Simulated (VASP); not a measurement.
# Li2S (Fm-3m) in VASP: a series of runs

The runs below take Li2S through single point, with PBE, r2SCAN, HSE06.

Everything below comes from runs of VASP 6.6.1. Logs are shortened: lines on timing, memory, paths and dates and some standing lists are left out, and cuts for length are marked.

### Step 1. The cell of the first run

Symmetry: Fm-3m, No. 225, cubic system. Conventional cell: a = 5.691 Å, b = 5.691 Å, c = 5.691 Å, α = 90.00°, β = 90.00°, γ = 90.00°. Li (site symmetry -43m) has 4 S at 2.46 Å and 6 Li at 2.85 Å within 3.3 Å. Within 3.3 Å of S (site symmetry m-3m) lie 8 Li at 2.46 Å.

### Step 2. Single point, PBE

Contents of INCAR:

```
SYSTEM = Li2S
PREC = Accurate ; ENCUT = 750
EDIFF = 1E-6 ; ISMEAR = 0
SIGMA = 0.01 ; LREAL = .FALSE.
LASPH = .TRUE. ; NELM = 120
ALGO = Normal ; ISIF = 2
LWAVE = .FALSE. ; LCHARG = .FALSE.
GGA = PE ; NBANDS = 13
GGA_COMPAT = .FALSE.
```

Contents of KPOINTS:

```
Automatic mesh
0
G
  6 6 6
  0 0 0
```

Contents of POSCAR:

```
Li2S
1.0
    0.0000000000      2.8452944183      2.8452944183
    2.8452944183      0.0000000000      2.8452944183
    2.8452944183      2.8452944183      0.0000000000
Li S
2 1
Direct
    0.2500000000      0.2500000000      0.2500000000
    0.7500000000      0.7500000000      0.7500000000
    0.0000000000      0.0000000000      0.0000000000
```

Potentials or basis: VASP PAW PBE potentials, release 64 (Li_sv, S).

Started as:

```
> cat potpaw_PBE.64/Li_sv/POTCAR potpaw_PBE.64/S/POTCAR > POTCAR
> mpirun -np 1 vasp_std > vasp.out
```

OUTCAR:

```text
SYSTEM = Li2S
   PREC = Accurate
   ENCUT = 750
   EDIFF = 1E-6
   ISMEAR = 0
   LREAL = .FALSE.
   LASPH = .TRUE.
   NELM = 120
   ISIF = 2
   GGA = PE

 ion  position               nearest neighbor table
   1  0.250  0.250  0.250-   3 2.46   3 2.46   3 2.46   3 2.46
   2  0.750  0.750  0.750-   3 2.46   3 2.46   3 2.46   3 2.46
   3  0.000  0.000  0.000-   2 2.46   2 2.46   2 2.46   1 2.46   2 2.46   1 2.46   1 2.46   1 2.46

  LATTYP: Found a face centered cubic cell.
 ALAT       =     5.6905888366

  Lattice vectors:

 A1 = (   0.0000000000,   2.8452944183,   2.8452944183)
 A2 = (   2.8452944183,   0.0000000000,   2.8452944183)
 A3 = (   2.8452944183,   2.8452944183,   0.0000000000)

Analysis of symmetry for initial positions (statically):
=====================================================================
 Subroutine PRICEL returns:
 Original cell was already a primitive cell.

 Routine SETGRP: Setting up the symmetry group for a
 face centered cubic supercell.

 Subroutine GETGRP returns: Found 48 space group operations
 (whereof 48 operations were pure point group operations)
 out of a pool of 48 trial point group operations.

The static configuration has the point symmetry O_h .

Analysis of symmetry for dynamics (positions and initial velocities):
=====================================================================
 Subroutine PRICEL returns:
 Original cell was already a primitive cell.

 Routine SETGRP: Setting up the symmetry group for a
 face centered cubic supercell.

 Subroutine GETGRP returns: Found 48 space group operations
 (whereof 48 operations were pure point group operations)
 out of a pool of 48 trial point group operations.

The dynamic configuration has the point symmetry O_h .

 Subroutine INISYM returns: Found 48 space group operations
 (whereof 48 operations are pure point group operations),
 and found     1 'primitive' translations

----------------------------------------------------------------------------------------

                                     Primitive cell

  volume of cell :      46.0693

  direct lattice vectors                    reciprocal lattice vectors
     0.000000000  2.845294418  2.845294418    -0.175728739  0.175728739  0.175728739
     2.845294418  0.000000000  2.845294418     0.175728739 -0.175728739  0.175728739
     2.845294418  2.845294418  0.000000000     0.175728739  0.175728739 -0.175728739

  length of vectors
     4.023853955  4.023853955  4.023853955     0.304371104  0.304371104  0.304371104

  position of ions in fractional coordinates (direct lattice)
[... 84 lines left out ...]
   NUPDOWN=      -1.0000    fix difference up-down
   EMIN   =  10.00;   EMAX   =-10.00  energy-range for DOS
   EFERMI =   0.00;   METHOD = LEGACY
   ISMEAR =     0;   SIGMA  =   0.01  broadening in eV -4-tet -1-fermi 0-gaus
   EFERMI_NEDOS =   21; number of points for ismear=-14 and -15
   IALGO  =     38    algorithm
   IMIX   =      4    mixing-type and parameters
     AMIX     =   0.40;   BMIX     =  1.00
     AMIX_MAG =   1.60;   BMIX_MAG =  1.00
  volume/ion in A,a.u.               =      15.36       103.63
  Fermi-wavevector in a.u.,A,eV,Ry     =   1.045518  1.975742 14.872626  1.093107
  Thomas-Fermi vector in A             =   2.180317
   LORBIT       =      0    0 simple, 1 ext, 2 COOP (PROOUT), +10 PAW based schemes
   GGA     = PE    functional components
   LHFCALC =     F    Hartree Fock is set to
   AEXX    =    0.0000 exact exchange contribution
   IVDW    =     0    specifies the selected vdW correction
   LEPSILON=     F    determine dielectric tensor
   LRPA    =     F    only Hartree local field effects (RPA)
 non-spin polarized calculation
 Gauss-broadening in eV      SIGMA  =   0.01
  energy-cutoff  :      750.00
  volume of cell :       46.07
 maximum number of plane-waves:      2174
   NGX = 17   NGY = 17   NGZ = 17

 number of electron      11.9999998 magnetization

 Free energy of the ion-electron system (eV)
  ---------------------------------------------------
  ext. energy  EPLUGINS =         0.00000000
  ---------------------------------------------------
  free energy    TOTEN  =       -11.99453936 eV

  energy without entropy =      -11.99453936  energy(sigma->0) =      -11.99453936

 E-fermi :   1.5964     XC(G=0):  -8.5223

 val. band max:        1.4867852969   @ k =   0.0000   0.0000   0.0000
 cond. band min:       4.8743477497   @ k =   0.5000   0.5000   0.0000
 fundamental gap:      3.3875624528
 Fermi energy:         1.5963680935

 k-point     1 :       0.0000    0.0000    0.0000
  band No.  band energies     occupation
      1     -42.6772      2.00000
      2     -42.6340      2.00000
      3      -9.5483      2.00000
      4       1.4868      2.00000
      5       1.4868      2.00000
      6       1.4868      2.00000
      7       5.7763      0.00000
      8       7.7189      0.00000
      9       7.7189      0.00000
     10       7.7189      0.00000
     11      12.6768      0.00000
     12      12.6768      0.00000
     13      13.9347      0.00000
[... 226 lines left out ...]
  band No.  band energies     occupation
      1     -42.6581      2.00000
      2     -42.6509      2.00000
      3      -8.9763      2.00000
      4      -0.5232      2.00000
      5      -0.2021      2.00000
      6      -0.1527      2.00000
      7       6.1682      0.00000
      8       9.4309      0.00000
      9       9.8606      0.00000
     10      11.5704      0.00000
     11      12.9958      0.00000
     12      13.9199      0.00000
     13      14.1069      0.00000

------------------------ aborting loop because EDIFF is reached ----------------------------------------

  FORCE on cell =-STRESS in cart. coord.  units (eV):
  Direction    XX          YY          ZZ          XY          YZ          ZX
  --------------------------------------------------------------------------------------
  -------------------------------------------------------------------------------------
  Total        0.0582382      0.0582382      0.0582382      0.0000000      0.0000000      0.0000000
  in kB        2.0253811      2.0253811      2.0253811      0.0000000      0.0000000      0.0000000
  external PRESSURE =       2.0253811 kB  Pullay stress =       0.0000000 kB

 VOLUME and BASIS-vectors are now :
 -----------------------------------------------------------------------------
  energy-cutoff  :      750.00
  volume of cell :       46.07
      direct lattice vectors                 reciprocal lattice vectors
     0.000000000  2.845294418  2.845294418    -0.175728739  0.175728739  0.175728739
     2.845294418  0.000000000  2.845294418     0.175728739 -0.175728739  0.175728739
     2.845294418  2.845294418  0.000000000     0.175728739  0.175728739 -0.175728739

 POSITION                                       TOTAL-FORCE (eV/Angst)
 -----------------------------------------------------------------------------------
      1.42265      1.42265      1.42265        -0.000000     -0.000000      0.000000
      4.26794      4.26794      4.26794         0.000000      0.000000     -0.000000
      0.00000      0.00000      0.00000         0.000000      0.000000      0.000000
 -----------------------------------------------------------------------------------
    total drift:                                0.000000      0.000000      0.000000

  FREE ENERGIE OF THE ION-ELECTRON SYSTEM (eV)
  ---------------------------------------------------
  free  energy   TOTEN  =       -11.9945393642 eV

  energy  without entropy=      -11.9945393642  energy(sigma->0) =      -11.99453936
```

OSZICAR:

```text
N       E                     dE             d eps       ncg     rms          rms(c)
DAV:   1     0.552894859391E+02    0.55289E+02   -0.63286E+03   416   0.113E+03
DAV:   2    -0.445210934260E+01   -0.59742E+02   -0.56697E+02   507   0.232E+02
DAV:   3    -0.120454499496E+02   -0.75933E+01   -0.75395E+01   749   0.524E+01
DAV:   4    -0.122918653155E+02   -0.24642E+00   -0.24625E+00   595   0.116E+01
DAV:   5    -0.122970011616E+02   -0.51358E-02   -0.51356E-02   646   0.149E+00    0.388E+00
DAV:   6    -0.119995969582E+02    0.29740E+00   -0.50487E-01   540   0.283E+00    0.292E+00
DAV:   7    -0.119837753914E+02    0.15822E-01   -0.13326E-01   577   0.165E+00    0.179E+00
DAV:   8    -0.119947878840E+02   -0.11012E-01   -0.27030E-02   534   0.912E-01    0.715E-01
DAV:   9    -0.119943763262E+02    0.41156E-03   -0.89681E-04   571   0.180E-01    0.481E-01
DAV:  10    -0.119945603039E+02   -0.18398E-03   -0.15353E-03   466   0.191E-01    0.264E-01
DAV:  11    -0.119945378332E+02    0.22471E-04   -0.89283E-05   598   0.622E-02    0.106E-01
DAV:  12    -0.119945401106E+02   -0.22773E-05   -0.23493E-06   541   0.120E-02    0.813E-02
DAV:  13    -0.119945393621E+02    0.74844E-06   -0.14627E-05   539   0.182E-02    0.760E-03
DAV:  14    -0.119945393642E+02   -0.21056E-08   -0.49556E-07   352   0.604E-03
   1 F= -.11994539E+02 E0= -.11994539E+02  d E =-.552466E-56
```

Run time: 26 s. Hardware: 1 thread of AMD EPYC 7R13, shared host; peak memory 0.16 GiB.

What came out:

| Quantity | Value |
| --- | --- |
| Free energy | -11.9945 eV |
| Pressure | 0.2 GPa |
| Band gap on the k mesh | 3.39 eV (least direct gap 4.29 eV) |

Levels at points of the mesh, in eV from the valence-band top:
```csv
k point,band 4,band 5,band 6,band 7,band 8,band 9
"(0.00, 0.00, 0.00)",0.00,0.00,0.00,4.29,6.23,6.23
"(0.50, 0.00, 0.00)",-2.89,-0.51,-0.51,6.12,6.58,6.58
"(0.50, 0.50, 0.00)",-2.17,-1.43,-1.43,3.39,7.09,11.12
```

### Step 3. Single point, PBE

Contents of INCAR:

```
PREC     = Accurate       # precision mode
ENCUT    = 750            # plane-wave cutoff, eV
EDIFF    = 1E-6           # SCF threshold, eV
ISMEAR   = 0              # smearing method
SIGMA    = 0.01           # smearing width, eV
LREAL    = False          # projectors in reciprocal space
LASPH    = True           # aspherical terms in the spheres
NELM     = 120            # most SCF steps
ALGO     = Normal         # electronic algorithm
ISIF     = 2              # what is computed and relaxed
LWAVE    = False          # write WAVECAR
LCHARG   = False          # write CHGCAR
GGA      = PE             # functional
NBANDS   = 13             # bands
GGA_COMPAT= False
```

Contents of KPOINTS:

```
regular mesh
0
Gamma
  6 6 6
```

POSCAR is that of step 2.

Potentials or basis: VASP PAW PBE potentials, release 64 (Li_sv, S).

Started as:

```
> cat potpaw_PBE.64/Li_sv/POTCAR potpaw_PBE.64/S/POTCAR > POTCAR
> mpirun -np 1 vasp_std > vasp.out
```

It took 26 s on 1 thread of AMD EPYC 7R13, shared host; peak memory 0.16 GiB.

It converged, with:

```
Free energy            : -11.9945 eV
Pressure               : 0.2 GPa
Band gap on the k mesh : 3.39 eV (least direct gap 4.29 eV)
```

Levels at points of the mesh, in eV from the valence-band top:
```csv
k point,band 2,band 3,band 4,band 5,band 6,band 7,band 8,band 9,band 10,band 11
"(0.00, 0.00, 0.00)",-44.12,-11.04,0.00,0.00,0.00,4.29,6.23,6.23,6.23,11.19
"(0.50, 0.00, 0.00)",-44.14,-10.60,-2.89,-0.51,-0.51,6.12,6.58,6.58,8.43,12.83
"(0.50, 0.50, 0.00)",-44.13,-10.47,-2.17,-1.43,-1.43,3.39,7.09,11.12,11.12,12.14
```

(Part 1 of 3 ends here.)
